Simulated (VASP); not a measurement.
A run of VASP 6.6.1 is set up as follows.

INCAR

```
PREC = Accurate
ENCUT = 520
EDIFF = 1E-6
ISMEAR = 0
SIGMA = 0.05
LREAL = F
LASPH = T
NELM = 150
ALGO = Normal
ISIF = 2
LWAVE = F
LCHARG = F
ISPIN = 2
MAGMOM = 7.59 -0.13
LORBIT = 11
LMAXMIX = 6
LDAU = T
LDAUTYPE = 2
LDAUL = 3 -1
LDAUU = 2 0
LDAUJ = 0 0
LDAUPRINT = 1
GGA = PE
NBANDS = 22
```

The input KPOINTS:

```
Automatic mesh
0
Gamma
  7 7 7
```

The input POSCAR:

```
GdN
1.0
    0.0000000000      2.4994985700      2.4994985700
    2.4994985700      0.0000000000      2.4994985700
    2.4994985700      2.4994985700      0.0000000000
Gd N
1 1
Direct
    0.5000000000      0.5000000000      0.5000000000
    0.0000000000      0.0000000000      0.0000000000
```

Potentials or basis: VASP PAW PBE potentials, release 64 (Gd, N).

The run is started by

```console
$ cat potpaw_PBE.64/Gd/POTCAR potpaw_PBE.64/N/POTCAR > POTCAR
$ mpirun -np 1 vasp_std > vasp.out
```

(1) What does it give for the net moment?

(2) What does it give for the band gap on the k mesh?

Answers

(1) 7.00 μB per cell.

(2) zero (filled and empty bands overlap).

Caveat: spin-orbit coupling is left out, which moves the levels of the heavy elements; a cell with one magnetic atom can't hold antiferromagnetic order, which such compounds often take.
